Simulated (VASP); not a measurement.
A run of VASP 6.6.1:

File INCAR:

```
  PREC = Accurate
  ENCUT = 520
  EDIFF = 1E-6
  ISMEAR = -1
  SIGMA = 0.05
  LREAL = False
  LASPH = True
  NELM = 150
  ALGO = Normal
  ISIF = 2
  LWAVE = False
  LCHARG = False
  ISPIN = 2
  MAGMOM = 0 0
  LORBIT = 11
  NUPDOWN = 0.0
  LMAXMIX = 4
  NBANDS = 22
```

Contents of KPOINTS:

```
regular mesh
0
Gamma
  14 14 8
```

Contents of POSCAR:

```
CoMo
1.0
    2.6949279053      0.0000000000      0.0000000000
   -1.3474639526      2.3338760273      0.0000000000
    0.0000000000      0.0000000000      4.1836180000
Co Mo
1 1
Direct
    0.6666666667      0.3333333333      0.5000000000
    0.3333333333      0.6666666667      0.0000000000
```

Potentials or basis: VASP PAW LDA potentials, release 64 (Co, Mo_sv).

Run with:

```console
$ cat potpaw_LDA.64/Co/POTCAR potpaw_LDA.64/Mo_sv/POTCAR > POTCAR
$ mpirun -np 1 vasp_std > vasp.out
```

Hardware: 1 thread of Intel Xeon 6975P-C (shared host).

How long does it take, and how much memory?

Run time: 2.2 min on 1 thread of Intel Xeon 6975P-C (shared host), peak memory 0.22 GiB. Counts: scf iterations 16, k points 120.
